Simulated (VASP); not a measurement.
# Y5AlN6 (Pmmm) in VASP: notebook

Y5AlN6 is run at these levels: PBE; tasks: single point, relaxation of cell and atoms.

Everything below comes from runs of VASP 6.6.1. Logs are shortened: lines on timing, memory, paths and dates and some standing lists are left out, and cuts for length are marked.

### Step 1. The cell of the first run

The structure is orthorhombic, space group Pmmm (No. 47). Conventional cell: a = 3.380 Å, b = 4.862 Å, c = 10.142 Å, α = 90.00°, β = 90.00°, γ = 90.00°. Within 3.5 Å of Y (site symmetry mm2) lie 6 N at 2.33 to 2.43 Å and 8 Y at 3.20 to 3.47 Å and 4 Al at 3.37 Å. Within 3.6 Å of Y (site symmetry mm2) lie 6 N at 2.43 to 2.48 Å and 1 Al at 3.30 Å and 11 Y at 3.38 to 3.53 Å. Within 3.2 Å of Y (site symmetry mmm) lie 6 N at 2.41 to 2.43 Å. Within 3.0 Å of Al (site symmetry mmm) lie 6 N at 2.25 to 2.43 Å. Within 3.0 Å of N (site symmetry mm2) lie 2 Al at 2.25 Å and 4 Y at 2.43 to 2.48 Å and 1 N at 2.98 Å. N (site symmetry mmm) has 4 Y at 2.33 Å and 2 Al at 2.43 Å within 3.1 Å. N (site symmetry mm2) has 6 Y at 2.41 to 2.43 Å within 3.2 Å. N (site symmetry mmm) has 6 Y at 2.43 to 2.45 Å within 3.2 Å.

### Step 2. Single point, PBE

Contents of INCAR:

```
  PREC = Accurate
  ENCUT = 520
  EDIFF = 1E-6
  ISMEAR = 0
  SIGMA = 0.1
  LREAL = False
  LASPH = True
  NELM = 60
  ALGO = Normal
  ISIF = 2
  LWAVE = False
  LCHARG = False
  GGA = PE
  NBANDS = 56
```

Contents of KPOINTS:

```
Automatic mesh
0
Gamma
  6 4 2
```

Contents of POSCAR:

```
Y5AlN6
1.0
    3.3803976150      0.0000000000      0.0000000000
    0.0000000000      4.8622085904      0.0000000000
    0.0000000000      0.0000000000     10.1421772348
Y Al N
5 1 6
Direct
    0.0000000000      0.0000000000      0.8419997045
    0.0000000000      0.0000000000      0.1580002955
    0.5000000000      0.5000000000      0.3257515790
    0.0000000000      0.0000000000      0.5000000000
    0.5000000000      0.5000000000      0.6742484210
    0.5000000000      0.5000000000      0.0000000000
    0.0000000000      0.5000000000      0.8528731617
    0.5000000000      0.0000000000      0.0000000000
    0.0000000000      0.5000000000      0.1471268383
    0.5000000000      0.0000000000      0.3302974795
    0.0000000000      0.5000000000      0.5000000000
    0.5000000000      0.0000000000      0.6697025205
```

Potentials or basis: VASP PAW PBE potentials, release 64 (Y_sv, Al, N).

Started as:

```console
> cat potpaw_PBE.64/Y_sv/POTCAR potpaw_PBE.64/Al/POTCAR potpaw_PBE.64/N/POTCAR > POTCAR
> mpirun -np 1 vasp_std > vasp.out
```

OUTCAR:

```text
PREC = Accurate
   ENCUT = 520
   EDIFF = 1E-6
   ISMEAR = 0
   LREAL = False
   LASPH = True
   NELM = 60
   ISIF = 2
   GGA = PE

 ion  position               nearest neighbor table
   1  0.000  0.000  0.842-   8 2.33   8 2.33  12 2.43  12 2.43   7 2.43   7 2.43   2 3.20   6 3.37
                             6 3.37   6 3.37   6 3.37   5 3.41   5 3.41   5 3.41   5 3.41   4 3.47
   2  0.000  0.000  0.158-   8 2.33   8 2.33  10 2.43  10 2.43   9 2.43   9 2.43   1 3.20   6 3.37
                             6 3.37   6 3.37   6 3.37   3 3.41   3 3.41   3 3.41   3 3.41   4 3.47
   3  0.500  0.500  0.326-  10 2.43  10 2.43  11 2.45  11 2.45   9 2.48   9 2.48   6 3.30   2 3.41
                             2 3.41   2 3.41   2 3.41   4 3.45   4 3.45   4 3.45   4 3.45   5 3.53
   4  0.000  0.000  0.500-  10 2.41  12 2.41  10 2.41  12 2.41  11 2.43  11 2.43   5 3.45   5 3.45
                             3 3.45   5 3.45   3 3.45   3 3.45   3 3.45   5 3.45   1 3.47   2 3.47
   5  0.500  0.500  0.674-  12 2.43  12 2.43  11 2.45  11 2.45   7 2.48   7 2.48   6 3.30   1 3.41
                             1 3.41   1 3.41   1 3.41   4 3.45   4 3.45   4 3.45   4 3.45   3 3.53
   6  0.500  0.500  0.000-   7 2.25   9 2.25   7 2.25   9 2.25   8 2.43   8 2.43   3 3.30   5 3.30
                             2 3.37   2 3.37   1 3.37   2 3.37   1 3.37   1 3.37   1 3.37   2 3.37
   7  0.000  0.500  0.853-   6 2.25   6 2.25   1 2.43   1 2.43   5 2.48   5 2.48
   8  0.500  0.000  0.000-   1 2.33   2 2.33   1 2.33   2 2.33   6 2.43   6 2.43
   9  0.000  0.500  0.147-   6 2.25   6 2.25   2 2.43   2 2.43   3 2.48   3 2.48
  10  0.500  0.000  0.330-   4 2.41   4 2.41   2 2.43   2 2.43   3 2.43   3 2.43
  11  0.000  0.500  0.500-   4 2.43   4 2.43   5 2.45   3 2.45   3 2.45   5 2.45
  12  0.500  0.000  0.670-   4 2.41   4 2.41   1 2.43   1 2.43   5 2.43   5 2.43

  LATTYP: Found a simple orthorhombic cell.
 ALAT       =     3.3803976150
 B/A-ratio  =     1.4383540471
 C/A-ratio  =     3.0002912053

  Lattice vectors:

 A1 = (   3.3803976150,   0.0000000000,   0.0000000000)
 A2 = (   0.0000000000,   4.8622085904,   0.0000000000)
 A3 = (   0.0000000000,   0.0000000000,  10.1421772348)

Analysis of symmetry for initial positions (statically):
=====================================================================
 Subroutine PRICEL returns:
 Original cell was already a primitive cell.

 Routine SETGRP: Setting up the symmetry group for a
 simple orthorhombic supercell.

 Subroutine GETGRP returns: Found  8 space group operations
 (whereof  8 operations were pure point group operations)
 out of a pool of  8 trial point group operations.

The static configuration has the point symmetry D_2h.

Analysis of symmetry for dynamics (positions and initial velocities):
=====================================================================
 Subroutine PRICEL returns:
 Original cell was already a primitive cell.

 Routine SETGRP: Setting up the symmetry group for a
 simple orthorhombic supercell.

 Subroutine GETGRP returns: Found  8 space group operations
 (whereof  8 operations were pure point group operations)
 out of a pool of  8 trial point group operations.

The dynamic configuration has the point symmetry D_2h.

 Subroutine INISYM returns: Found  8 space group operations
 (whereof  8 operations are pure point group operations),
 and found     1 'primitive' translations

----------------------------------------------------------------------------------------

                                     Primitive cell

  volume of cell :     166.6988

  direct lattice vectors                    reciprocal lattice vectors
     3.380397615  0.000000000  0.000000000     0.295823188  0.000000000  0.000000000
     0.000000000  4.862208590  0.000000000     0.000000000  0.205667853  0.000000000
     0.000000000  0.000000000 10.142177235     0.000000000  0.000000000  0.098598159

  length of vectors
     3.380397615  4.862208590 10.142177235     0.295823188  0.205667853  0.098598159

[... 51 lines left out ...]

 E-fermi :   4.8002     XC(G=0): -11.2536

 val. band max:        4.6373992326   @ k =   0.0000   0.0000   0.0000
 cond. band min:       4.9527964436   @ k =   0.5000   0.0000   0.5000
 fundamental gap:      0.3153972109
 Fermi energy:         4.8002324372

 k-point     1 :       0.0000    0.0000    0.0000
  band No.  band energies     occupation
      1     -36.4214      2.00000
      2     -36.3978      2.00000
      3     -35.9816      2.00000
      4     -35.9295      2.00000
      5     -35.8832      2.00000
      6     -16.7801      2.00000
[... 48 lines left out ...]
     55       9.6603      0.00000
     56       9.8590      0.00000

 k-point     2 :       0.1667    0.0000    0.0000
  band No.  band energies     occupation
      1     -36.4060      2.00000
      2     -36.3845      2.00000
      3     -35.9711      2.00000
      4     -35.9167      2.00000
      5     -35.8714      2.00000
      6     -16.7417      2.00000
[... 48 lines left out ...]
     55       9.6092      0.00000
     56       9.8376      0.00000

 k-point     3 :       0.3333    0.0000    0.0000
  band No.  band energies     occupation
      1     -36.3748      2.00000
      2     -36.3578      2.00000
      3     -35.9501      2.00000
      4     -35.8909      2.00000
      5     -35.8477      2.00000
      6     -16.8196      2.00000
[... 1172 lines left out ...]
 k-point    23 :       0.3333    0.5000    0.5000
  band No.  band energies     occupation
      1     -36.3709      2.00000
      2     -36.3560      2.00000
      3     -35.9507      2.00000
      4     -35.8938      2.00000
      5     -35.8461      2.00000
      6     -16.9594      2.00000
[... 48 lines left out ...]
     55      10.1465      0.00000
     56      10.2752      0.00000

 k-point    24 :       0.5000    0.5000    0.5000
  band No.  band energies     occupation
      1     -36.3581      2.00000
      2     -36.3436      2.00000
      3     -35.9375      2.00000
      4     -35.8801      2.00000
      5     -35.8332      2.00000
      6     -17.1145      2.00000
[... 48 lines left out ...]
     55      10.9181      0.00000
     56      10.9968      0.00000

------------------------ aborting loop because EDIFF is reached ----------------------------------------

  FORCE on cell =-STRESS in cart. coord.  units (eV):
  Direction    XX          YY          ZZ          XY          YZ          ZX
  --------------------------------------------------------------------------------------
  -------------------------------------------------------------------------------------
  Total       -0.4484734     -0.4654660     -0.4880808      0.0000000      0.0000000      0.0000000
  in kB       -4.3103717     -4.4736911     -4.6910463      0.0000000      0.0000000      0.0000000
  external PRESSURE =      -4.4917030 kB  Pullay stress =       0.0000000 kB

 VOLUME and BASIS-vectors are now :
 -----------------------------------------------------------------------------
  energy-cutoff  :      520.00
  volume of cell :      166.70
      direct lattice vectors                 reciprocal lattice vectors
     3.380397615  0.000000000  0.000000000     0.295823188  0.000000000  0.000000000
     0.000000000  4.862208590  0.000000000     0.000000000  0.205667853  0.000000000
     0.000000000  0.000000000 10.142177235     0.000000000  0.000000000  0.098598159

 POSITION                                       TOTAL-FORCE (eV/Angst)
 -----------------------------------------------------------------------------------
      0.00000      0.00000      8.53971         0.000000     -0.000000      0.000470
      0.00000      0.00000      1.60247         0.000000     -0.000000     -0.000470
      1.69020      2.43110      3.30383         0.000000      0.000000      0.004216
      0.00000      0.00000      5.07109         0.000000     -0.000000     -0.000000
      1.69020      2.43110      6.83835         0.000000     -0.000000     -0.004216
      1.69020      2.43110      0.00000         0.000000     -0.000000     -0.000000
      0.00000      2.43110      8.64999         0.000000     -0.000000      0.004625
      1.69020      0.00000      0.00000         0.000000     -0.000000     -0.000000
      0.00000      2.43110      1.49219         0.000000     -0.000000     -0.004625
      1.69020      0.00000      3.34994         0.000000     -0.000000     -0.003249
      0.00000      2.43110      5.07109         0.000000     -0.000000     -0.000000
      1.69020      0.00000      6.79224         0.000000     -0.000000      0.003249
 -----------------------------------------------------------------------------------
    total drift:                                0.000000     -0.000000      0.000000

  FREE ENERGIE OF THE ION-ELECTRON SYSTEM (eV)
  ---------------------------------------------------
  free  energy   TOTEN  =      -103.8357504016 eV

  energy  without entropy=     -103.8354997664  energy(sigma->0) =     -103.83562508
```

It took 6.4 min on 1 thread of Intel Xeon Platinum 8259CL at 2.50GHz (Skylake/Cascade Lake), shared host; peak memory 0.39 GiB.

What came out:

```yaml
Free_energy: -103.8358 eV
Pressure: -0.4 GPa
Largest_force: 0.005 eV/Å
Band_gap_on_the_k_mesh: 0.32 eV (least direct gap 0.40 eV)
```

Forces in eV/Å, atoms in the order of the input:
```
Y    0.000  0.000  0.000
Y    0.000  0.000  0.000
Y    0.000  0.000  0.004
Y    0.000  0.000  0.000
Y    0.000  0.000 -0.004
Al   0.000  0.000  0.000
N    0.000  0.000  0.005
N    0.000  0.000  0.000
N    0.000  0.000 -0.005
N    0.000  0.000 -0.003
N    0.000  0.000  0.000
N    0.000  0.000  0.003
```

Levels at points of the mesh, in eV from the valence-band top:
| k point | band 42 | band 43 | band 44 | band 45 | band 46 | band 47 |
| --- | --- | --- | --- | --- | --- | --- |
| (0.00, 0.00, 0.00) | -0.05 | -0.02 | 0.00 | 0.40 | 2.29 | 3.08 |
| (0.50, 0.00, 0.00) | -0.85 | -0.82 | -0.58 | 0.86 | 1.17 | 1.67 |
| (0.00, 0.50, 0.00) | -0.83 | -0.37 | -0.37 | 1.33 | 1.66 | 3.49 |
| (0.50, 0.50, 0.00) | -1.26 | -1.20 | -0.86 | 3.85 | 3.95 | 4.10 |
| (0.00, 0.00, 0.50) | -0.51 | -0.36 | -0.34 | 1.43 | 1.77 | 2.90 |
| (0.50, 0.00, 0.50) | -0.50 | -0.48 | -0.39 | 0.32 | 0.48 | 2.50 |
| (0.00, 0.50, 0.50) | -0.97 | -0.92 | -0.82 | 2.08 | 2.28 | 2.54 |
| (0.50, 0.50, 0.50) | -1.23 | -1.18 | -1.02 | 3.91 | 4.02 | 4.03 |

Caveat: semilocal functionals underestimate gaps, and a narrow one can read as zero. A k mesh can miss the band edges.

### Step 3. Single point, PBE

This run uses another cell than the first one, of 16.34 Å³/atom.

Contents of INCAR:

```
SYSTEM = Y5AlN6
ALGO = Normal ; EDIFF = 1E-7
ENCUT = 520 ; GGA = PE
ISIF = 2 ; ISMEAR = 0
LASPH = .TRUE. ; LCHARG = .FALSE.
LREAL = .FALSE. ; LWAVE = .FALSE.
NBANDS = 56 ; NELM = 80
PREC = Accurate ; SIGMA = 0.1
```

Contents of KPOINTS:

```
k-points
0
G
  6 4 2
  0 0 0
```

Contents of POSCAR:

```
Y5AlN6
1.0
    3.5886638200      0.0000000000      0.0000000000
    0.0000000000      5.0751370400      0.0000000000
    0.0000000000      0.0000000000     10.7659914500
Y Al N
5 1 6
Direct
    0.0000000000      0.0000000000      0.8333333300
    0.0000000000      0.0000000000      0.1666666700
    0.5000000000      0.5000000000      0.3333333300
    0.0000000000      0.0000000000      0.5000000000
    0.5000000000      0.5000000000      0.6666666700
    0.5000000000      0.5000000000      0.0000000000
    0.0000000000      0.5000000000      0.8333333300
    0.5000000000      0.0000000000      0.0000000000
    0.0000000000      0.5000000000      0.1666666700
    0.5000000000      0.0000000000      0.3333333300
    0.0000000000      0.5000000000      0.5000000000
    0.5000000000      0.0000000000      0.6666666700
```

Potentials or basis: VASP PAW PBE potentials, release 64 (Y_sv, Al, N).

Started as:

```console
> cat potpaw_PBE.64/Y_sv/POTCAR potpaw_PBE.64/Al/POTCAR potpaw_PBE.64/N/POTCAR > POTCAR
> mpirun -np 1 vasp_std > vasp.out
```

It took 7.6 min on 1 thread of Intel Xeon Platinum 8259CL at 2.50GHz (Skylake/Cascade Lake), shared host; peak memory 0.42 GiB.

The run converged. Its results:

```yaml
Free_energy: -101.5869 eV
Pressure: -18.1 GPa
Largest_force: 0.884 eV/Å
Band_gap_on_the_k_mesh: 0.58 eV
```

Forces on the atoms (eV/Å):
```
Y    0.000  0.000  0.884
Y    0.000  0.000 -0.884
Y    0.000  0.000 -0.389
Y    0.000  0.000  0.000
Y    0.000  0.000  0.389
Al   0.000  0.000  0.000
N    0.000  0.000  0.481
N    0.000  0.000  0.000
N    0.000  0.000 -0.481
N    0.000  0.000  0.081
N    0.000  0.000  0.000
N    0.000  0.000 -0.081
```

Stress tensor (GPa, compression positive):
```
-17.62   0.00   0.00
  0.00 -17.59   0.00
  0.00   0.00 -19.20
```

Levels at points of the mesh, in eV from the valence-band top:
| k point | band 40 | band 41 | band 42 | band 43 | band 44 | band 45 | band 46 | band 47 | band 48 | band 49 |
| --- | --- | --- | --- | --- | --- | --- | --- | --- | --- | --- |
| (0.00, 0.00, 0.00) | -0.74 | -0.72 | -0.03 | -0.01 | 0.00 | 0.58 | 1.17 | 3.04 | 3.07 | 3.09 |
| (0.50, 0.00, 0.00) | -0.92 | -0.85 | -0.84 | -0.70 | -0.63 | 1.10 | 1.13 | 1.90 | 1.91 | 1.92 |
| (0.00, 0.50, 0.00) | -0.95 | -0.89 | -0.84 | -0.37 | -0.35 | 1.45 | 1.89 | 2.68 | 3.38 | 3.72 |
| (0.50, 0.50, 0.00) | -1.55 | -1.43 | -1.32 | -1.28 | -0.75 | 3.06 | 3.56 | 3.88 | 3.93 | 3.95 |
| (0.00, 0.00, 0.50) | -0.82 | -0.50 | -0.35 | -0.34 | -0.23 | 1.44 | 1.62 | 2.07 | 2.99 | 3.10 |
| (0.50, 0.00, 0.50) | -1.01 | -0.67 | -0.56 | -0.56 | -0.48 | 0.69 | 0.79 | 1.79 | 2.62 | 2.70 |
| (0.00, 0.50, 0.50) | -1.09 | -0.99 | -0.68 | -0.66 | -0.54 | 2.20 | 2.23 | 2.40 | 2.81 | 3.72 |
| (0.50, 0.50, 0.50) | -1.76 | -1.35 | -1.35 | -1.27 | -0.87 | 3.15 | 3.70 | 3.77 | 3.79 | 3.87 |

Caveat: the cell stands under tension; semilocal functionals underestimate gaps, and a narrow one can read as zero. A k mesh can miss the band edges.

### Step 4. Relaxation of cell and atoms, PBE

This run uses another cell than the first one, of 16.34 Å³/atom.

Contents of INCAR:

```
  ALGO = Normal
  EDIFF = 1E-6
  EDIFFG = -0.04
  ENCUT = 600
  GGA = PE
  IBRION = 2
  ISIF = 3
  ISMEAR = 0
  LASPH = T
  LCHARG = F
  LREAL = F
  LWAVE = F
  NELM = 100
  NSW = 90
  PREC = Accurate
  SIGMA = 0.1
```

Contents of KPOINTS:

```
k-points
0
Gamma
  6 4 2
```

POSCAR is that of step 3.

Started as:

```console
> cat potpaw_PBE.64/Y_sv/POTCAR potpaw_PBE.64/Al/POTCAR potpaw_PBE.64/N/POTCAR > POTCAR
> mpirun -np 1 vasp_std > vasp.out
```

It took 72 min on 1 thread of Oxide Virtual Turin-like, shared host; peak memory 0.49 GiB.

It converged, with:

```
Free energy                           : -103.8790 eV
Relaxed volume                        : 13.85 Å³/atom
Relaxed cell                          : a = 3.375 Å, b = 4.858 Å, c = 10.137 Å, α = 90.00°, β = 90.00°, γ = 90.00°
Space group after relaxing (to 0.1 Å) : Pmmm (No. 47)
Energy gained by relaxing             : 190.3 meV/atom
Ionic steps                           : 11
Pressure after relaxing               : -0.1 GPa
Largest force after relaxing          : 0.034 eV/Å
Band gap on the k mesh                : 0.30 eV (least direct gap 0.39 eV)
```

Forces in eV/Å, atoms in the order of the input:
```
Y    0.000  0.000  0.021
Y    0.000  0.000 -0.021
Y    0.000  0.000 -0.003
Y    0.000  0.000  0.000
Y    0.000  0.000  0.003
Al   0.000  0.000  0.000
N    0.000  0.000 -0.034
N    0.000  0.000  0.000
N    0.000  0.000  0.034
N    0.000  0.000 -0.006
N    0.000  0.000  0.000
N    0.000  0.000  0.006
```

Stress tensor (GPa, compression positive):
```
 0.10  0.00  0.00
 0.00 -0.12  0.00
 0.00  0.00 -0.24
```

Step by step:
```tsv
step	energy change (eV)	largest force (eV/Å)	pressure (GPa)	volume (Å³)
1	0.0000	0.8840	-18.22	196.08
2	-0.5760	2.0135	26.11	147.92
3	-1.9439	1.2491	0.03	167.42
4	-1.9446	1.2672	0.57	166.88
5	-2.1172	0.9909	0.60	166.31
6	-2.2311	0.7655	1.10	165.30
7	-2.2597	0.4120	-1.66	167.67
8	-2.2777	0.1396	-0.67	166.77
9	-2.2804	0.0641	0.88	165.23
10	-2.2825	0.0816	0.24	165.83
11	-2.2834	0.0340	-0.09	166.19
```

Final structure:
```xyz
12
Lattice="3.3746 0.0000 0.0000 0.0000 4.8581 0.0000 0.0000 0.0000 10.1373" Properties=species:S:1:pos:R:3 pbc="T T T"
Y     3.3746    0.0000    8.5352
Y     0.0000    0.0000    1.6020
Y     1.6873    2.4290    3.3018
Y     0.0000    0.0000    5.0686
Y     1.6873    2.4290    6.8354
Al    1.6873    2.4290    0.0000
N     0.0000    2.4290    8.6502
N     1.6873    0.0000    0.0000
N     3.3746    2.4290    1.4870
N     1.6873    0.0000    3.3488
N     0.0000    2.4290    5.0686
N     1.6873    0.0000    6.7885
```

Levels at points of the mesh, in eV from the valence-band top:
| k point | band 42 | band 43 | band 44 | band 45 | band 46 | band 47 |
| --- | --- | --- | --- | --- | --- | --- |
| (0.00, 0.00, 0.00) | -0.05 | -0.02 | 0.00 | 0.39 | 2.32 | 3.07 |
| (0.50, 0.00, 0.00) | -0.84 | -0.82 | -0.58 | 0.85 | 1.17 | 1.67 |
| (0.00, 0.50, 0.00) | -0.82 | -0.37 | -0.36 | 1.33 | 1.65 | 3.50 |
| (0.50, 0.50, 0.00) | -1.25 | -1.19 | -0.85 | 3.86 | 3.96 | 4.09 |
| (0.00, 0.00, 0.50) | -0.51 | -0.36 | -0.35 | 1.42 | 1.77 | 2.93 |
| (0.50, 0.00, 0.50) | -0.49 | -0.48 | -0.39 | 0.30 | 0.48 | 2.49 |
| (0.00, 0.50, 0.50) | -0.97 | -0.92 | -0.82 | 2.07 | 2.28 | 2.54 |
| (0.50, 0.50, 0.50) | -1.22 | -1.17 | -1.01 | 3.91 | 4.02 | 4.03 |

Caveat: the volume moved by over 15 % at a fixed basis, so the end points are rough; semilocal functionals underestimate gaps, and a narrow one can read as zero. A k mesh can miss the band edges.

### Step 5. Overview

```csv
task,cell,cutoff (eV),gap on the mesh (eV),pressure (GPa),largest force (eV/Å)
single point,"a = 3.380, b = 4.862, c = 10.142 Å, 12 atoms, atomic positions A",520,0.32,-0.4,-
single point,"a = 3.589, b = 5.075, c = 10.766 Å, 12 atoms, atomic positions B",520,0.58,-18.1,0.88
relaxation of cell and atoms,"relaxed from a = 3.589, b = 5.075, c = 10.766 Å, 12 atoms, atomic positions B",600,0.30,-0.1,0.03
```

Alike in all rows: level PBE; potentials or basis VASP PAW PBE potentials, release 64 (Y_sv, Al, N); no spin polarisation; k mesh 6 × 4 × 2; smearing gaussian 0.1 eV.

Caveats: semilocal functionals underestimate gaps, and a narrow one can read as zero; the cell stands under tension (at least some runs); the volume moved by over 15 % at a fixed basis, so the end points are rough (at least some runs).

Absolute energies hang on the potentials; compare differences alone.
